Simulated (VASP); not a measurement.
Here is a VASP 6.6.1 calculation.

INCAR

```
SYSTEM = Ga
PREC = Accurate
ENCUT = 500
EDIFF = 1E-6
ISMEAR = 0
SIGMA = 0.1
LREAL = .False.
LASPH = .True.
NELM = 120
ALGO = Normal
ISIF = 2
LWAVE = .False.
LCHARG = .False.
GGA = PS
NBANDS = 12
GGA_COMPAT = .False.
```

Contents of KPOINTS:

```
Automatic mesh
0
Gamma
  8 8 8
  0 0 0
```

The input POSCAR:

```
Ga
1.0
   -1.4040000000      1.4040000000      2.2290000000
    1.4040000000     -1.4040000000      2.2290000000
    1.4040000000      1.4040000000     -2.2290000000
Ga
1
Direct
    0.0000000000      0.0000000000      0.0000000000
```

Potentials or basis: VASP PAW PBE potentials, release 64 (Ga_d).

Launch:

```bash
$ cat potpaw_PBE.64/Ga_d/POTCAR > POTCAR
$ mpirun -np 1 vasp_std > vasp.out
```

(1) What does it give for the pressure?

## Answers

(1) 0.4 GPa.

Caveat: the k points lie up to 0.40 Å⁻¹ apart; the PAW data sets were made with another functional, which shifts forces and pressure a little.
